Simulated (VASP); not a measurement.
A run of VASP 6.6.1:

The input INCAR:

```
PREC = Accurate
ENCUT = 520
EDIFF = 1E-6
ISMEAR = -1
SIGMA = 0.0948
LREAL = Auto
LASPH = True
NELM = 80
ALGO = Normal
ISIF = 2
LWAVE = False
LCHARG = False
GGA = PE
NBANDS = 71
ISYM = 0
```

Contents of KPOINTS:

```
Automatic mesh
0
Gamma
  1 1 1
  0.25 0.25 0.25
```

The input POSCAR:

```
HfSi3
1.0
    6.7792930000     -0.0738530000     -0.2467120000
   -0.0738530000      7.0813630000     -0.0543890000
   -0.2467120000     -0.0543890000      7.0472650000
Si Hf
15 5
Direct
    0.0409200723     -0.0160474234      0.8811947145
    0.3810247400      0.2499344156      0.8491883104
    0.8895516439      0.7386959203      0.3350843196
    0.5953522747      0.0624385642      0.4221733568
    0.4023824503      0.5987432762      0.5330366642
    0.6140651080      0.3686426645      0.6398347922
    0.3919600809      0.9189339298      0.8844490952
    0.0929593786      0.4439553394      0.3391786007
    0.0809642057      0.7524866716      0.6099730660
    0.4553799146      0.7771305908      0.2648814888
    0.2885216998      0.0264102533      0.5668498620
    0.5061974440      0.5756013511      0.9598799486
    0.9474996531      0.4820541250      0.7283375857
    0.9612373405      0.2931910219      1.0287887788
    0.6722231069      0.7947303104      0.7161029270
    0.1270627050      0.6718848047      0.0130216526
    0.7393404186      0.9695604845      0.0990684441
    0.6698356399      0.4147712552      0.2383101081
    0.9478703820      0.1547553150      0.5346391805
    0.2879339405      0.1173361251      0.2068967965
```

Potentials or basis: VASP PAW PBE potentials, release 64 (Si, Hf_pv).

The run is started by

```console
$ cat potpaw_PBE.64/Si/POTCAR potpaw_PBE.64/Hf_pv/POTCAR > POTCAR
$ mpirun -np 1 vasp_std > vasp.out
```

Hardware: 1 thread of AMD EPYC 7R43 64-Core Processor (Zen 3) (shared host).

Estimate the wall time of this run.

Wall time 76 s on 1 thread of AMD EPYC 7R43 64-Core Processor (Zen 3), on a shared host, peak memory 0.31 GiB. Counts: scf iterations 15, k points 1.
